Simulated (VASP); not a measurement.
# MgO (Cmmm) in VASP: single point with r2SCAN

Aim: the single point of MgO with r2SCAN.

Everything below comes from runs of VASP 6.6.1. Logs are shortened: lines on timing, memory, paths and dates and some standing lists are left out, and cuts for length are marked.

## 1. The cell of the first run

It takes space group Cmmm (No. 65, orthorhombic). The conventional cell has a = 3.653 Å, b = 3.767 Å, c = 2.623 Å, α = 90.00°, β = 90.00°, γ = 90.00°. Mg (site symmetry mmm) has 8 O at 2.25 to 2.30 Å and 6 Mg at 2.62 Å within 3.0 Å. Within 3.0 Å of O (site symmetry mmm) lie 8 Mg at 2.25 to 2.30 Å and 6 O at 2.62 Å.

## 2. Single point, r2SCAN (shear xy strain +3.0%)

The input, POSCAR:

```
MgO
1.0
    2.6233491278      0.0400060742      0.0000000000
    0.0400060742      2.6233491278      0.0000000000
    0.0000000000      0.0000000000      2.6233491278
Mg O
1 1
Direct
    0.0000000000      0.0000000000      0.0000000000
    0.5000000000      0.5000000000      0.5000000000
```

The input, INCAR.step1:

```
PREC     = Accurate       # precision mode
ENCUT    = 920            # plane-wave cutoff, eV
ISMEAR   = 0              # smearing method
SIGMA    = 0.01           # smearing width, eV
LREAL    = F              # projectors in reciprocal space
LASPH    = T              # aspherical terms in the spheres
NELM     = 120            # most SCF steps
NBANDS   = 15             # bands
GGA      = PE             # functional
ALGO     = Normal         # electronic algorithm
EDIFF    = 1E-5           # SCF threshold, eV
LWAVE    = T              # write WAVECAR
LCHARG   = F              # write CHGCAR
GGA_COMPAT= F
```

The input, INCAR.step2:

```
PREC     = Accurate       # precision mode
ENCUT    = 920            # plane-wave cutoff, eV
EDIFF    = 1E-6           # SCF threshold, eV
ISMEAR   = 0              # smearing method
SIGMA    = 0.01           # smearing width, eV
LREAL    = F              # projectors in reciprocal space
LASPH    = T              # aspherical terms in the spheres
NELM     = 120            # most SCF steps
ALGO     = Normal         # electronic algorithm
ISIF     = 2              # what is computed and relaxed
LWAVE    = F              # write WAVECAR
LCHARG   = T              # write CHGCAR
METAGGA  = R2SCAN         # meta-GGA
LMIXTAU  = T            
LELF     = T              # ELF
LVHAR    = T            
NBANDS   = 15             # bands
ISTART   = 1            
GGA_COMPAT= F
```

The input, KPOINTS:

```
regular mesh
0
Gamma
  10 10 10
```

Potentials or basis: VASP PAW PBE potentials, release 64 (Mg_sv, O).

The run is started by

```sh
$ cat potpaw_PBE.64/Mg_sv/POTCAR potpaw_PBE.64/O/POTCAR > POTCAR
$ cp INCAR.step1 INCAR
$ mpirun -np 1 vasp_std > vasp.out
$ cp INCAR.step2 INCAR
$ mpirun -np 1 vasp_std > vasp.out
```

OUTCAR:

```text
PREC = Accurate
   ENCUT = 920
   EDIFF = 1E-6
   ISMEAR = 0
   LREAL = F
   LASPH = T
   NELM = 120
   ISIF = 2
   METAGGA = R2SCAN
   ISTART = 1

 ion  position               nearest neighbor table
   1  0.000  0.000  0.000-
   2  0.500  0.500  0.500-

  LATTYP: Found a base centered orthorhombic cell.
 ALAT       =     3.6533987827
 B/A-ratio  =     1.0309723280
 C/A-ratio  =     0.7180571528

  Lattice vectors:

 A1 = (  -0.0400060742,  -2.6233491278,   0.0000000000)
 A2 = (   2.6233491278,   0.0400060742,   0.0000000000)
 A3 = (   0.0000000000,   0.0000000000,   2.6233491278)

Analysis of symmetry for initial positions (statically):
=====================================================================
 Subroutine PRICEL returns:
 Original cell was already a primitive cell.

 Routine SETGRP: Setting up the symmetry group for a
 base centered orthorhombic supercell.

 Subroutine GETGRP returns: Found  8 space group operations
 (whereof  8 operations were pure point group operations)
 out of a pool of  8 trial point group operations.

The static configuration has the point symmetry D_2h.

Analysis of symmetry for dynamics (positions and initial velocities):
=====================================================================
 Subroutine PRICEL returns:
 Original cell was already a primitive cell.

 Routine SETGRP: Setting up the symmetry group for a
 base centered orthorhombic supercell.

 Subroutine GETGRP returns: Found  8 space group operations
 (whereof  8 operations were pure point group operations)
 out of a pool of  8 trial point group operations.

The dynamic configuration has the point symmetry D_2h.

 Subroutine INISYM returns: Found  8 space group operations
 (whereof  8 operations are pure point group operations),
 and found     1 'primitive' translations

----------------------------------------------------------------------------------------

                                     Primitive cell

  volume of cell :      18.0496

  direct lattice vectors                    reciprocal lattice vectors
     2.623349128  0.040006074  0.000000000     0.381280786 -0.005814532  0.000000000
     0.040006074  2.623349128  0.000000000    -0.005814532  0.381280786  0.000000000
     0.000000000  0.000000000  2.623349128     0.000000000  0.000000000  0.381192114

  length of vectors
     2.623654156  2.623654156  2.623349128     0.381325119  0.381325119  0.381192114

  position of ions in fractional coordinates (direct lattice)
     0.000000000  0.000000000  0.000000000
[... 89 lines left out ...]
   NELECT =      16.0000    total number of electrons
   NUPDOWN=      -1.0000    fix difference up-down
   EMIN   =  10.00;   EMAX   =-10.00  energy-range for DOS
   EFERMI =   0.00;   METHOD = LEGACY
   ISMEAR =     0;   SIGMA  =   0.01  broadening in eV -4-tet -1-fermi 0-gaus
   EFERMI_NEDOS =   21; number of points for ismear=-14 and -15
   IALGO  =     38    algorithm
   IMIX   =      4    mixing-type and parameters
     AMIX     =   0.40;   BMIX     =  1.00
     AMIX_MAG =   1.60;   BMIX_MAG =  1.00
  volume/ion in A,a.u.               =       9.02        60.90
  Fermi-wavevector in a.u.,A,eV,Ry     =   1.572627  2.971834 33.649327  2.473156
  Thomas-Fermi vector in A             =   2.674033
   LORBIT       =      0    0 simple, 1 ext, 2 COOP (PROOUT), +10 PAW based schemes
   METAGGA = R2SCAN    functional components
   LHFCALC =     F    Hartree Fock is set to
   AEXX    =    0.0000 exact exchange contribution
   IVDW    =     0    specifies the selected vdW correction
   LEPSILON=     F    determine dielectric tensor
   LRPA    =     F    only Hartree local field effects (RPA)
 non-spin polarized calculation
 Gauss-broadening in eV      SIGMA  =   0.01
  energy-cutoff  :      920.00
  volume of cell :       18.05
 maximum number of plane-waves:      1165
 NGX is ok and might be reduce to    28
   NGX = 13   NGY = 13   NGZ = 13

 number of electron      15.9999996 magnetization

 Free energy of the ion-electron system (eV)
  ---------------------------------------------------
  ext. energy  EPLUGINS =         0.00000000
  ---------------------------------------------------
  free energy    TOTEN  =       -14.54353769 eV

  energy without entropy =      -14.54353769  energy(sigma->0) =      -14.54353769

 E-fermi :   4.6090     XC(G=0): -12.3497

 val. band max:        4.5340695977   @ k =   0.5000   0.5000   0.0000
 cond. band min:       8.0594028617   @ k =   0.0000   0.0000   0.0000
 fundamental gap:      3.5253332640
 Fermi energy:         4.6090381578

 k-point     1 :       0.0000    0.0000    0.0000
  band No.  band energies     occupation
      1     -73.0665      2.00000
      2     -38.1284      2.00000
      3     -38.1189      2.00000
      4     -38.1116      2.00000
      5     -15.0331      2.00000
      6       3.4004      2.00000
      7       3.4815      2.00000
      8       3.5697      2.00000
      9       8.0594      0.00000
     10      16.0286      0.00000
     11      16.0432      0.00000
     12      26.2625      0.00000
     13      26.5814      0.00000
     14      26.9131      0.00000
[... 401 lines left out ...]
      2     -38.2289      2.00000
      3     -38.1849      2.00000
      4     -38.1010      2.00000
      5     -13.3891      2.00000
      6      -0.6334      2.00000
      7       0.8692      2.00000
      8       4.2675      2.00000
      9      12.4582      0.00000
     10      15.1789      0.00000
     11      18.1567      0.00000
     12      21.9969      0.00000
     13      24.7756      0.00000
     14      26.5309      0.00000
     15      28.4518      0.00000

 [... further k-points ...]

------------------------ aborting loop because EDIFF is reached ----------------------------------------

  FORCE on cell =-STRESS in cart. coord.  units (eV):
  Direction    XX          YY          ZZ          XY          YZ          ZX
  --------------------------------------------------------------------------------------
  -------------------------------------------------------------------------------------
  Total        0.0793529      0.0793529      0.0859024      0.2047079      0.0000000      0.0000000
  in kB        7.0437897      7.0437897      7.6251581     18.1709599      0.0000000      0.0000000
  external PRESSURE =       7.2375792 kB  Pullay stress =       0.0000000 kB

 VOLUME and BASIS-vectors are now :
 -----------------------------------------------------------------------------
  energy-cutoff  :      920.00
  volume of cell :       18.05
      direct lattice vectors                 reciprocal lattice vectors
     2.623349128  0.040006074  0.000000000     0.381280786 -0.005814532  0.000000000
     0.040006074  2.623349128  0.000000000    -0.005814532  0.381280786  0.000000000
     0.000000000  0.000000000  2.623349128     0.000000000  0.000000000  0.381192114

 POSITION                                       TOTAL-FORCE (eV/Angst)
 -----------------------------------------------------------------------------------
      0.00000      0.00000      0.00000        -0.000000     -0.000000      0.000000
      1.33168      1.33168      1.31167         0.000000      0.000000      0.000000
 -----------------------------------------------------------------------------------
    total drift:                                0.000000      0.000000      0.000000

  FREE ENERGIE OF THE ION-ELECTRON SYSTEM (eV)
  ---------------------------------------------------
  free  energy   TOTEN  =       -14.5435376894 eV

  energy  without entropy=      -14.5435376894  energy(sigma->0) =      -14.54353769
```

OSZICAR.step1:

```text
N       E                     dE             d eps       ncg     rms          rms(c)
DAV:   1     0.167814849249E+03    0.16781E+03   -0.14383E+04  5588   0.192E+03
DAV:   2    -0.597876875822E+01   -0.17379E+03   -0.16287E+03  6889   0.456E+02
DAV:   3    -0.119922142794E+02   -0.60134E+01   -0.59819E+01  7027   0.801E+01
DAV:   4    -0.120821250908E+02   -0.89911E-01   -0.89895E-01  6569   0.945E+00
DAV:   5    -0.120838361410E+02   -0.17111E-02   -0.17110E-02  6952   0.104E+00    0.864E+00
DAV:   6    -0.104490372124E+02    0.16348E+01   -0.20027E+00  5762   0.148E+01    0.282E+00
DAV:   7    -0.104067440314E+02    0.42293E-01   -0.13348E-01  6616   0.325E+00    0.168E+00
DAV:   8    -0.103756442010E+02    0.31100E-01   -0.48677E-02  6848   0.234E+00    0.314E-01
DAV:   9    -0.103750450257E+02    0.59918E-03   -0.39859E-03  6553   0.587E-01    0.119E-01
DAV:  10    -0.103751486510E+02   -0.10363E-03   -0.27180E-04  6784   0.237E-01    0.695E-02
DAV:  11    -0.103751321377E+02    0.16513E-04   -0.45420E-05  6637   0.981E-02    0.415E-03
DAV:  12    -0.103751317670E+02    0.37065E-06   -0.19250E-06  3343   0.179E-02
   1 F= -.10375132E+02 E0= -.10375132E+02  d E =-.122632E-26
```

It took 4.9 min on 1 thread of AMD EPYC 7R13 (Zen 3), shared host; peak memory 0.22 GiB.

Results:

```
Free energy            : -14.5435 eV
Pressure               : 0.7 GPa
Band gap on the k mesh : 3.53 eV (least direct gap 4.49 eV)
```

Stress tensor (GPa, compression positive):
```
0.70 1.82 0.00
1.82 0.70 0.00
0.00 0.00 0.76
```

Caveat: the cell differs from its parent crystal (shear xy strain +3.0%); the structure was generated, so it needn't be the stable form of MgO; the PAW data sets were made with another functional, which shifts forces and pressure a little. A k mesh can miss the band edges.
